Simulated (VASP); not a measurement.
Set up this calculation in VASP 6.6.1, as the native input.

```
Task                   : relaxation of cell and atoms
Functional             : PBE
Potentials or basis    : VASP PAW PBE potentials, release 64 (Ba_sv, Be)
Cutoff                 : 600 eV
k mesh                 : 8 × 8 × 8
Occupations            : gaussian, width 0.1 eV
Spin                   : no spin polarisation
Dipole correction      : no
Further INCAR settings : ALGO = Normal; EDIFF = 1e-06; IBRION = 2; EDIFFG = -0.01; NSW = 100; ISIF = 3
```

The structure of BaBe2 lies in POSCAR:

```
BaBe2
1.0
    0.0000000000      3.9464956451      3.9464956451
    3.9464956451      0.0000000000      3.9464956451
    3.9464956451      3.9464956451      0.0000000000
Ba Be
2 4
Direct
    0.5000000000      0.5000000000      0.5000000000
    0.7500000000      0.7500000000      0.7500000000
    0.1250000000      0.1250000000      0.1250000000
    0.6250000000      0.1250000000      0.1250000000
    0.1250000000      0.1250000000      0.6250000000
    0.1250000000      0.6250000000      0.1250000000
```

The input as run:

INCAR

```
  PREC = Accurate
  ENCUT = 600
  EDIFF = 1E-6
  ISMEAR = 0
  SIGMA = 0.1
  LREAL = False
  LASPH = True
  NELM = 80
  ALGO = Normal
  ISIF = 3
  LWAVE = False
  LCHARG = False
  GGA = PE
  IBRION = 2
  NSW = 100
  EDIFFG = -0.01
```

KPOINTS

```
Automatic mesh
0
Gamma
  8 8 8
```

Potentials or basis: VASP PAW PBE potentials, release 64 (Ba_sv, Be).

The run is started by

```bash
$ cat potpaw_PBE.64/Ba_sv/POTCAR potpaw_PBE.64/Be/POTCAR > POTCAR
$ mpirun -np 1 vasp_std > vasp.out
```

Results of the run:

| Property | Result |
| --- | --- |
| Relaxed volume | 21.02 Å³/atom |
| Relaxed cell | a = 5.629 Å, b = 5.629 Å, c = 5.629 Å, α = 60.00°, β = 60.00°, γ = 60.00° |
| Space group after relaxing (to 0.1 Å) | Fd-3m (No. 227) |
| Energy gained by relaxing | 1.6 meV/atom |
| Ionic steps | 3 |
| Pressure after relaxing | 0.0 GPa |

Caveat: the highest band is partly filled, so the run has too few bands.

It took 6.8 min on 1 thread of Oxide Virtual Turin-like Processor (shared host), peak memory 0.33 GiB.
